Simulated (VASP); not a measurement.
# HfO2 (Fm-3m) in VASP: further runs, part 2 of 2

VASP 6.6.1.

## (3) Single point, PBEsol

INCAR reads:

```
SYSTEM = HfO2
ALGO     = Normal         ! electronic algorithm
EDIFF    = 1E-6           ! SCF threshold, eV
ENCUT    = 520            ! plane-wave cutoff, eV
GGA      = PS             ! functional
ISIF     = 2              ! what is computed and relaxed
ISMEAR   = 0              ! smearing method
LASPH    = .True.         ! aspherical terms in the spheres
LCHARG   = .True.         ! write CHGCAR
LELF     = .True.         ! ELF
LREAL    = .False.        ! projectors in reciprocal space
LVHAR    = .True.       
LWAVE    = .False.        ! write WAVECAR
NBANDS   = 18             ! bands
NELM     = 80             ! most SCF steps
PREC     = Accurate       ! precision mode
SIGMA    = 0.05           ! smearing width, eV
```

KPOINTS reads:

```
k-points
0
Gamma
  8 8 8
  0 0 0
```

POSCAR reads:

```
HfO2
1.0
    0.0000000000      2.5220673956      2.5220673956
    2.5220673956      0.0000000000      2.5220673956
    2.5220673956      2.5220673956      0.0000000000
Hf O
1 2
Direct
    0.0000000000      0.0000000000      0.0000000000
    0.2500000000      0.2500000000      0.2500000000
    0.7500000000      0.7500000000      0.7500000000
```

Potentials or basis: VASP PAW PBE potentials, release 64 (Hf_pv, O).

Command:

```bash
cat potpaw_PBE.64/Hf_pv/POTCAR potpaw_PBE.64/O/POTCAR > POTCAR
mpirun -np 1 vasp_std > vasp.out
```

OUTCAR:

```text
SYSTEM = HfO2
   EDIFF = 1E-6
   ENCUT = 520
   GGA = PS
   ISIF = 2
   ISMEAR = 0
   LASPH = .True.
   LREAL = .False.
   NELM = 80
   PREC = Accurate

 ion  position               nearest neighbor table
   1  0.000  0.000  0.000-   3 2.18   3 2.18   3 2.18   2 2.18   2 2.18   2 2.18   3 2.18   2 2.18

   2  0.250  0.250  0.250-   1 2.18   1 2.18   1 2.18   1 2.18
   3  0.750  0.750  0.750-   1 2.18   1 2.18   1 2.18   1 2.18

  LATTYP: Found a face centered cubic cell.
 ALAT       =     5.0441347912

  Lattice vectors:

 A1 = (   0.0000000000,   2.5220673956,   2.5220673956)
 A2 = (   2.5220673956,   0.0000000000,   2.5220673956)
 A3 = (   2.5220673956,   2.5220673956,   0.0000000000)

Analysis of symmetry for initial positions (statically):
=====================================================================
 Subroutine PRICEL returns:
 Original cell was already a primitive cell.

 Routine SETGRP: Setting up the symmetry group for a
 face centered cubic supercell.

 Subroutine GETGRP returns: Found 48 space group operations
 (whereof 48 operations were pure point group operations)
 out of a pool of 48 trial point group operations.

The static configuration has the point symmetry O_h .

Analysis of symmetry for dynamics (positions and initial velocities):
=====================================================================
 Subroutine PRICEL returns:
 Original cell was already a primitive cell.

 Routine SETGRP: Setting up the symmetry group for a
 face centered cubic supercell.

 Subroutine GETGRP returns: Found 48 space group operations
 (whereof 48 operations were pure point group operations)
 out of a pool of 48 trial point group operations.

The dynamic configuration has the point symmetry O_h .

 Subroutine INISYM returns: Found 48 space group operations
 (whereof 48 operations are pure point group operations),
[... 114 lines left out ...]
   EFERMI_NEDOS =   21; number of points for ismear=-14 and -15
   IALGO  =     38    algorithm
   IMIX   =      4    mixing-type and parameters
     AMIX     =   0.40;   BMIX     =  1.00
     AMIX_MAG =   1.60;   BMIX_MAG =  1.00
  volume/ion in A,a.u.               =      10.69        72.17
  Fermi-wavevector in a.u.,A,eV,Ry     =   1.443607  2.728022 28.354565  2.084002
  Thomas-Fermi vector in A             =   2.561996
   LORBIT       =      0    0 simple, 1 ext, 2 COOP (PROOUT), +10 PAW based schemes
   GGA     = PS    functional components
   LHFCALC =     F    Hartree Fock is set to
   AEXX    =    0.0000 exact exchange contribution
   IVDW    =     0    specifies the selected vdW correction
   LEPSILON=     F    determine dielectric tensor
   LRPA    =     F    only Hartree local field effects (RPA)
 non-spin polarized calculation
 Gauss-broadening in eV      SIGMA  =   0.05
  energy-cutoff  :      520.00
  volume of cell :       32.08
 maximum number of plane-waves:       887
   NGX = 13   NGY = 13   NGZ = 13

 number of electron      21.9999993 magnetization

 Free energy of the ion-electron system (eV)
  ---------------------------------------------------
  ext. energy  EPLUGINS =         0.00000000
  ---------------------------------------------------
  free energy    TOTEN  =       -31.63225832 eV

  energy without entropy =      -31.63225832  energy(sigma->0) =      -31.63225832

 E-fermi :   4.4751     XC(G=0): -12.1869

 val. band max:        4.2635448492   @ k =   0.5000   0.5000   0.0000
 cond. band min:       7.9741768534   @ k =   0.5000   0.5000   0.0000
 fundamental gap:      3.7106320042
 Fermi energy:         4.4750908602

 k-point     1 :       0.0000    0.0000    0.0000
  band No.  band energies     occupation
      1     -25.2928      2.00000
      2     -25.2928      2.00000
      3     -25.2928      2.00000
      4     -14.5214      2.00000
      5     -11.3435      2.00000
      6      -1.2330      2.00000
[... 481 lines left out ...]
      5     -12.2584      2.00000
      6      -0.7135      2.00000
[... 10 lines left out ...]
     17      15.1692      0.00000
     18      17.3847      0.00000

 [... further k-points ...]

------------------------ aborting loop because EDIFF is reached ----------------------------------------

  FORCE on cell =-STRESS in cart. coord.  units (eV):
  Direction    XX          YY          ZZ          XY          YZ          ZX
  --------------------------------------------------------------------------------------
  -------------------------------------------------------------------------------------
  Total       -0.7544113     -0.7544113     -0.7544113     -0.0000000      0.0000000      0.0000000
  in kB      -37.6720013    -37.6720013    -37.6720013     -0.0000000      0.0000000      0.0000000
  external PRESSURE =     -37.6720013 kB  Pullay stress =       0.0000000 kB

 VOLUME and BASIS-vectors are now :
 -----------------------------------------------------------------------------
  energy-cutoff  :      520.00
  volume of cell :       32.08
      direct lattice vectors                 reciprocal lattice vectors
     0.000000000  2.522067396  2.522067396    -0.198250055  0.198250055  0.198250055
     2.522067396  0.000000000  2.522067396     0.198250055 -0.198250055  0.198250055
     2.522067396  2.522067396  0.000000000     0.198250055  0.198250055 -0.198250055

 POSITION                                       TOTAL-FORCE (eV/Angst)
 -----------------------------------------------------------------------------------
      0.00000      0.00000      0.00000         0.000000      0.000000      0.000000
      1.26103      1.26103      1.26103         0.000000      0.000000     -0.000000
      3.78310      3.78310      3.78310        -0.000000     -0.000000      0.000000
 -----------------------------------------------------------------------------------
    total drift:                                0.000000      0.000000      0.000000

  FREE ENERGIE OF THE ION-ELECTRON SYSTEM (eV)
  ---------------------------------------------------
  free  energy   TOTEN  =       -31.6322583236 eV

  energy  without entropy=      -31.6322583236  energy(sigma->0) =      -31.63225832
```

stdout:

```text
POSCAR found type information on POSCAR HfO
 POSCAR found :  2 types and       3 ions
 scaLAPACK will be used
 -----------------------------------------------------------------------------
|                                                                             |
|                                                                             |
|     You enforced a specific xc type in the INCAR file but a different       |
|     I HOPE YOU KNOW WHAT YOU ARE DOING!                                     |
|                                                                             |
 -----------------------------------------------------------------------------

 LDA part: xc-table for (Slater+PW92), standard interpolation
 POSCAR, INCAR and KPOINTS ok, starting setup
 FFT: planning ... GRIDC
 FFT: planning ... GRID_SOFT
 FFT: planning ... GRID
 WAVECAR not read
 entering main loop
```

It took 29 s on 1 thread of AMD EPYC 7R13 (Zen 3), shared host; peak memory 0.13 GiB.

What came out:

```
Free energy            : -31.6323 eV
Pressure               : -3.8 GPa
Band gap on the k mesh : 3.71 eV, direct
```

Caveat: the PAW data sets were made with another functional, which shifts forces and pressure a little; spin-orbit coupling is left out, which moves the levels of the heavy elements.

## (4) Relaxation of cell and atoms, PBEsol

INCAR reads:

```
  ALGO = Normal
  EDIFF = 1E-7
  EDIFFG = -0.005
  ENCUT = 600
  GGA = PS
  IBRION = 2
  ISIF = 3
  ISMEAR = 0
  LASPH = True
  LCHARG = False
  LREAL = False
  LWAVE = False
  NELM = 80
  NSW = 100
  PREC = Accurate
  SIGMA = 0.02
```

KPOINTS reads:

```
k-points
0
Gamma
  8 8 8
```

POSCAR reads:

```
HfO2
1.0
    0.0000000000      2.5226386774      2.5226386774
    2.5226386774      0.0000000000      2.5226386774
    2.5226386774      2.5226386774      0.0000000000
Hf O
1 2
Direct
    0.0000000000      0.0000000000      0.0000000000
    0.2500000000      0.2500000000      0.2500000000
    0.7500000000      0.7500000000      0.7500000000
```

Potentials or basis: VASP PAW PBE potentials, release 64 (Hf_pv, O).

Command:

```bash
cat potpaw_PBE.64/Hf_pv/POTCAR potpaw_PBE.64/O/POTCAR > POTCAR
mpirun -np 1 vasp_std > vasp.out
```

OUTCAR:

```text
EDIFF = 1E-7
   EDIFFG = -0.005
   ENCUT = 600
   GGA = PS
   IBRION = 2
   ISIF = 3
   ISMEAR = 0
   LASPH = True
   LREAL = False
   NELM = 80
   NSW = 100
   PREC = Accurate

 ion  position               nearest neighbor table
   1  0.000  0.000  0.000-   3 2.18   3 2.18   3 2.18   2 2.18   3 2.18   2 2.18   2 2.18   2 2.18

   2  0.250  0.250  0.250-   1 2.18   1 2.18   1 2.18   1 2.18
   3  0.750  0.750  0.750-   1 2.18   1 2.18   1 2.18   1 2.18

  LATTYP: Found a face centered cubic cell.
 ALAT       =     5.0452773548

  Lattice vectors:

 A1 = (   0.0000000000,   2.5226386774,   2.5226386774)
 A2 = (   2.5226386774,   0.0000000000,   2.5226386774)
 A3 = (   2.5226386774,   2.5226386774,   0.0000000000)

Analysis of symmetry for initial positions (statically):
[... 276 lines left out ...]
      7      -1.1990      2.00000
      8      -1.1990      2.00000
      9       3.7619      2.00000
     10       3.7619      2.00000
     11       3.7619      2.00000
     12       8.2427      0.00000
     13       8.2427      0.00000
     14      10.2829      0.00000
[... 401 lines left out ...]
      2     -25.2991      2.00000
      3     -25.1851      2.00000
      4     -12.7789      2.00000
      5     -12.1513      2.00000
      6      -0.6593      2.00000
      7      -0.2583      2.00000
      8       0.7147      2.00000
      9       2.0936      2.00000
     10       2.9784      2.00000
     11       3.1059      2.00000
     12       9.0068      0.00000
     13       9.4540      0.00000
     14      11.6357      0.00000
     15      12.7114      0.00000

 [... further k-points ...]

------------------------ aborting loop because EDIFF is reached ----------------------------------------

  FORCE on cell =-STRESS in cart. coord.  units (eV):
  Direction    XX          YY          ZZ          XY          YZ          ZX
  --------------------------------------------------------------------------------------
  -------------------------------------------------------------------------------------
  Total       -0.0045530     -0.0045530     -0.0045530      0.0000000      0.0000000      0.0000000
  in kB       -0.2308062     -0.2308062     -0.2308062      0.0000000      0.0000000      0.0000000
  external PRESSURE =      -0.2308062 kB  Pullay stress =       0.0000000 kB
[... 18 lines left out ...]
  FREE ENERGIE OF THE ION-ELECTRON SYSTEM (eV)
  ---------------------------------------------------
  free  energy   TOTEN  =       -31.6431413082 eV

  energy  without entropy=      -31.6431413082  energy(sigma->0) =      -31.64314131

 reached required accuracy - stopping structural energy minimisation
```

Wall time 73 s (1 thread of AMD EPYC 7R13 (Zen 3), shared host); peak memory 0.15 GiB.

What came out:

```yaml
Free_energy: -31.6431 eV
Relaxed_volume: 10.54 Å³/atom
Relaxed_cell: a = 3.549 Å, b = 3.549 Å, c = 3.549 Å, α = 60.00°, β = 60.00°, γ = 60.00°
Space_group_after_relaxing_to_0.05_Å: Fm-3m (No. 225)
Energy_gained_by_relaxing: 2.2 meV/atom
Ionic_steps: 3
Pressure_after_relaxing: 0.0 GPa
Band_gap_on_the_k_mesh: 3.75 eV, direct
```

The path:
| step | energy change (eV) | largest force (eV/Å) | pressure (GPa) | volume (Å³) |
| --- | --- | --- | --- | --- |
| 1 | 0.0000 | 0.0000 | -4.16 | 32.11 |
| 2 | 0.0099 | 0.0000 | 7.06 | 30.83 |
| 3 | -0.0066 | 0.0000 | -0.02 | 31.61 |

Final structure:
```xyz
3
Lattice="0.0000 2.5094 2.5094 2.5094 0.0000 2.5094 2.5094 2.5094 0.0000" Properties=species:S:1:pos:R:3 pbc="T T T"
Hf    0.0000    0.0000    0.0000
O     1.2547    1.2547    1.2547
O     3.7642    3.7642    3.7642
```

Caveat: the PAW data sets were made with another functional, which shifts forces and pressure a little; spin-orbit coupling is left out, which moves the levels of the heavy elements.

## (5) The runs side by side

```tsv
task	cell	cutoff (eV)	smearing	gap on the mesh (eV)	pressure (GPa)
single point	a = 3.567 Å, angles 60.0°, 3 atoms	520	gaussian 0.02 eV	3.71	-3.8
single point	a = 3.567 Å, angles 60.0°, 3 atoms	520	gaussian 0.05 eV	3.71	-3.8
relaxation of cell and atoms	relaxed from a = 3.568 Å, angles 60.0°, 3 atoms	600	gaussian 0.02 eV	3.75	0.0
```

Alike in all rows: level PBEsol; potentials or basis VASP PAW PBE potentials, release 64 (Hf_pv, O); no spin polarisation; k mesh 8 × 8 × 8.

Caveats: the PAW data sets were made with another functional, which shifts forces and pressure a little; spin-orbit coupling is left out, which moves the levels of the heavy elements.

Absolute energies hang on the potentials; compare differences alone.
